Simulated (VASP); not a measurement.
Sb: single point with PBEsol

Sb:

```
CELL_PARAMETERS angstrom
4.52770 0.00000 0.00000
0.00000 4.42110 0.00000
-1.32052 0.00000 6.36435
ATOMIC_POSITIONS crystal
Sb 0.33993 0.25000 0.68367
Sb 0.93664 0.75000 0.76276
Sb 0.06336 0.25000 0.23724
Sb 0.66007 0.75000 0.31633
```

| Item | Value |
| --- | --- |
| Program | VASP 6.6.1 |
| Task | single point |
| Functional | PBEsol |
| Potentials or basis | VASP PAW PBE potentials, release 64 (Sb_d_GW) |
| Cutoff | 500 eV |
| k mesh | 5 × 5 × 4 |
| Occupations | gaussian, width 0.05 eV |
| Spin | non-collinear spin, zero start, spin-orbit coupling |
| Starting moments | [[0.0, 0.0, 0.0], [0.0, 0.0, 0.0], [0.0, 0.0, 0.0], [0.0, 0.0, 0.0]] μB |
| Dipole correction | no |
| Further INCAR settings | ALGO = Normal; EDIFF = 1e-06; NBANDS = 74 |

```
Pressure                                              : -2.5 GPa
Largest force                                         : 0.075 eV/Å
Net moment                                            : 0.00 μB per cell
Valence electrons inside the program's atomic spheres : Sb 12.68, 12.67 (each value once)
```

Forces in eV/Å, atoms in the order of the input:
```
Sb   0.002  0.000 -0.039
Sb  -0.017  0.000 -0.073
Sb   0.017  0.000  0.073
Sb  -0.002  0.000  0.039
```

Stress tensor (GPa, compression positive):
```
-2.53  0.00  0.23
 0.00 -2.62  0.00
 0.23  0.00 -2.30
```

Moments on the atoms (μB; x, y, z):
```
Sb  0.00 0.00 0.00
Sb  0.00 0.00 0.00
Sb  0.00 0.00 0.00
Sb  0.00 0.00 0.00
```

Run time: 9.3 min on 1 thread of Intel(R) Xeon(R) 6975P-C (Granite Rapids) (shared host), peak memory 0.7 GiB.

Caveat: the PAW data sets were made with another functional, which shifts forces and pressure a little.
